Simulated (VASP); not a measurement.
# Zr (P6/mmm) in VASP: a series of runs, part 2 of 2

VASP 6.6.1. The steps go on from the part before.

### 4 Relaxation of cell and atoms, PBEsol, target pressure 13 GPa, at which the enthalpy is minimised

Contents of INCAR:

```
SYSTEM = Zr
PREC = Accurate ; ENCUT = 600
EDIFF = 1E-6 ; ISMEAR = -1
SIGMA = 0.05 ; LREAL = .False.
LASPH = .True. ; NELM = 80
ALGO = Normal ; ISIF = 3
LWAVE = .False. ; LCHARG = .False.
GGA = PS ; IBRION = 2
NSW = 32 ; EDIFFG = -0.005
PSTRESS = 130.0
```

Contents of KPOINTS:

```
Automatic mesh
0
Gamma
  15 15 14
  0 0 0
```

Contents of POSCAR:

```
Zr
1.0
    2.8675122319      0.0000000000      0.0000000000
   -1.4337561160      2.4833384385      0.0000000000
    0.0000000000      0.0000000000      2.8347327478
Zr
1
Direct
    0.0000000000      0.0000000000      0.0000000000
```

Potentials or basis: VASP PAW PBE potentials, release 64 (Zr_sv).

On the command line:

```
> cat potpaw_PBE.64/Zr_sv/POTCAR > POTCAR
> mpirun -np 1 vasp_std > vasp.out
```

OUTCAR:

```text
SYSTEM = Zr
   PREC = Accurate
   ENCUT = 600
   EDIFF = 1E-6
   ISMEAR = -1
   LREAL = .False.
   LASPH = .True.
   NELM = 80
   ISIF = 3
   GGA = PS
   IBRION = 2
   NSW = 32
   EDIFFG = -0.005
   PSTRESS = 130.0

 ion  position               nearest neighbor table
   1  0.000  0.000  0.000-

  LATTYP: Found a hexagonal cell.
 ALAT       =     2.8675122319
 C/A-ratio  =     0.9885686681

  Lattice vectors:

 A1 = (   2.8675122319,   0.0000000000,   0.0000000000)
 A2 = (  -1.4337561160,   2.4833384385,   0.0000000000)
 A3 = (   0.0000000000,   0.0000000000,   2.8347327478)

Analysis of symmetry for initial positions (statically):
=====================================================================
 Subroutine PRICEL returns:
 Original cell was already a primitive cell.

 Routine SETGRP: Setting up the symmetry group for a
 hexagonal supercell.

 Subroutine GETGRP returns: Found 24 space group operations
 (whereof 24 operations were pure point group operations)
 out of a pool of 24 trial point group operations.

The static configuration has the point symmetry D_6h.

Analysis of symmetry for dynamics (positions and initial velocities):
=====================================================================
 Subroutine PRICEL returns:
 Original cell was already a primitive cell.

[... 164 lines left out ...]
  external PRESSURE =       1.6235785 kB  Pullay stress =     130.0000000 kB
[... 61 lines left out ...]
--------------------------------------- Ionic step        3  -------------------------------------------

 number of electron      12.0000000 magnetization

 Free energy of the ion-electron system (eV)
  ---------------------------------------------------
  ext. energy  EPLUGINS =         0.00000000
  ---------------------------------------------------
  free energy    TOTEN  =        -8.63166411 eV

  energy without entropy =       -8.62622896  energy(sigma->0) =       -8.62894653

 E-fermi :  10.0966     XC(G=0): -11.8181

 val. band max:       10.0697892786   @ k =   0.1333   0.1333   0.2143
 cond. band min:      10.1066217888   @ k =   0.1333   0.1333   0.3571
 fundamental gap:      0.0368325102
 Fermi energy:        10.0965924866

 k-point     1 :       0.0000    0.0000    0.0000
  band No.  band energies     occupation
      1     -38.2004      2.00000
      2     -15.5003      2.00000
      3     -15.2146      2.00000
      4     -15.2146      2.00000
      5       4.7901      2.00000
      6       8.0256      2.00000
      7      11.4770      0.00000
      8      11.4770      0.00000
      9      16.8904      0.00000
     10      16.8904      0.00000
[... 287 lines left out ...]
 k-point    24 :       0.4000    0.2000    0.0000
  band No.  band energies     occupation
      1     -37.8319      2.00000
      2     -16.9629      2.00000
      3     -16.1282      2.00000
      4     -15.2279      2.00000
      5       8.3950      2.00000
      6       9.6188      1.99986
      7      11.1684      0.00000
      8      13.0032      0.00000
      9      14.7683      0.00000
     10      18.2349      0.00000

 [... further k-points ...]

------------------------ aborting loop because EDIFF is reached ----------------------------------------

  FORCE on cell =-STRESS in cart. coord.  units (eV):
  Direction    XX          YY          ZZ          XY          YZ          ZX
  --------------------------------------------------------------------------------------
  -------------------------------------------------------------------------------------
  Total        1.6372823      1.6372823      1.6394948     -0.0000000     -0.0000000      0.0000000
  in kB      129.7963925    129.7963925    129.9717846     -0.0000000     -0.0000000      0.0000000
  external PRESSURE =      -0.1451435 kB  Pullay stress =     130.0000000 kB
[... 20 lines left out ...]
  energy  without entropy=       -8.6262289570  energy(sigma->0) =       -8.62894653

  enthalpy is  TOTEN    =        -6.9918134157 eV   P V=        1.6398506903

 reached required accuracy - stopping structural energy minimisation
```

OSZICAR:

```text
N       E                     dE             d eps       ncg     rms          rms(c)
DAV:   1     0.990147121363E+02    0.99015E+02   -0.78495E+03  4328   0.136E+03
DAV:   2    -0.503663946864E+01   -0.10405E+03   -0.10174E+03  4716   0.324E+02
[... 18 lines left out ...]
       N       E                     dE             d eps       ncg     rms          rms(c)
DAV:   1    -0.863203441860E+01    0.24994E-02   -0.11045E-02  4898   0.123E+00    0.220E-01
DAV:   2    -0.863168580088E+01    0.34862E-03   -0.84701E-04  4918   0.342E-01    0.495E-02
DAV:   3    -0.863164333868E+01    0.42462E-04   -0.31425E-04  6204   0.158E-01    0.376E-02
DAV:   4    -0.863165457578E+01   -0.11237E-04   -0.81423E-06  5908   0.268E-02    0.174E-02
DAV:   5    -0.863166377428E+01   -0.91985E-05   -0.16151E-05  6120   0.249E-02    0.379E-03
DAV:   6    -0.863166410604E+01   -0.33176E-06   -0.12532E-07  2256   0.464E-03
   3 F= -.69918134E+01 E0= -.69890958E+01  d E =-.102887E-04
```

It took 74 s on 1 thread of Intel Xeon Platinum 8259CL at 2.50GHz (Skylake/Cascade Lake), shared host; peak memory 0.18 GiB.

Results:

```yaml
Free_energy: -8.6317 eV
Relaxed_volume: 20.21 Å³/atom
Relaxed_cell: a = 2.869 Å, b = 2.869 Å, c = 2.836 Å, α = 90.00°, β = 90.00°, γ = 120.00°
Space_group_after_relaxing_to_0.05_Å: P6/mmm (No. 191)
Energy_change_on_relaxing_the_enthalpy_is_what_falls: -2.0 meV/atom
Ionic_steps: 3
Pressure_after_relaxing: 13.0 GPa
Band_gap_on_the_k_mesh: zero (band 6 reaches 10.65 eV, above the bottom of band 7 at 9.78 eV)
```

Step by step:
| step | energy change (eV) | largest force (eV/Å) | pressure (GPa) | volume (Å³) |
| --- | --- | --- | --- | --- |
| 1 | 0.0000 | 0.0000 | 13.16 | 20.19 |
| 2 | -0.0048 | 0.0000 | 12.76 | 20.25 |
| 3 | -0.0020 | 0.0000 | 12.99 | 20.21 |

Final structure:
```xyz
1
Lattice="2.8687 0.0000 0.0000 -1.4344 2.4844 0.0000 0.0000 0.0000 2.8357" Properties=species:S:1:pos:R:3 pbc="T T T"
Zr   -1.4344    2.4844    0.0000
```

Levels at points of the mesh, in eV from the Fermi level:
```tsv
k point	band 4	band 5	band 6	band 7	band 8	band 9
(0.00, 0.00, 0.00)	-25.31	-5.31	-2.07	1.38	1.38	6.79
(0.00, 0.00, 0.50)	-25.18	-2.37	0.55	2.10	2.10	3.82
```

Caveat: the cell is relaxed towards a set pressure, so the enthalpy falls and the energy may rise; the PAW data sets were made with another functional, which shifts forces and pressure a little.
